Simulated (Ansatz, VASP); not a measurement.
**AgCl in VASP and in Ansatz**

```
Ag Cl
1.0
     0.00000    2.74880    2.67731
     2.74880    0.00000    2.67731
     2.74880    2.74880    0.00000
Ag Cl
1 1
Direct
  0.50000 0.50000 0.50000
  0.00000 0.00000 0.00000
```

Change from the starting cell: mode 5 frozen in at -0.000 Å, equal normal strain along x and y +0.0267.

Alike in both runs: task single point; functional LDA; k mesh 10 × 10 × 10; occupations gaussian, width 0.05 eV; no spin polarisation.

```csv
,VASP,Ansatz
version,VASP 6.6.1,Ansatz 0.2.0
potentials or method,"VASP PAW LDA potentials, release 64 (Ag, Cl), cutoff 520 eV","scalar-relativistic, plane waves, PAW"
valence electrons in the cell,18,26
```

Ansatz gave:

| Quantity | Value |
| --- | --- |
| gap on the k mesh at the Fermi level (eV) | 0.53 |
| least direct gap on the mesh (eV) | 3.06 |
| pressure (GPa) | -3.1 |
| traceless stress, the component that is largest in VASP (GPa) | 0.39 |

Problem. What did VASP give for the same quantities?

Solution. gap on the k mesh at the Fermi level (eV): 0.56; least direct gap on the mesh (eV): 3.09; pressure (GPa): -3.1; traceless stress, the component that is largest in VASP (GPa): 0.40.

LDA's correlation is that of Perdew and Zunger in VASP and of Perdew and Wang (1992) in Ansatz. VASP's potentials hold 18 valence electrons a cell and Ansatz's 26, so a difference there can come from the potentials and not from the codes.
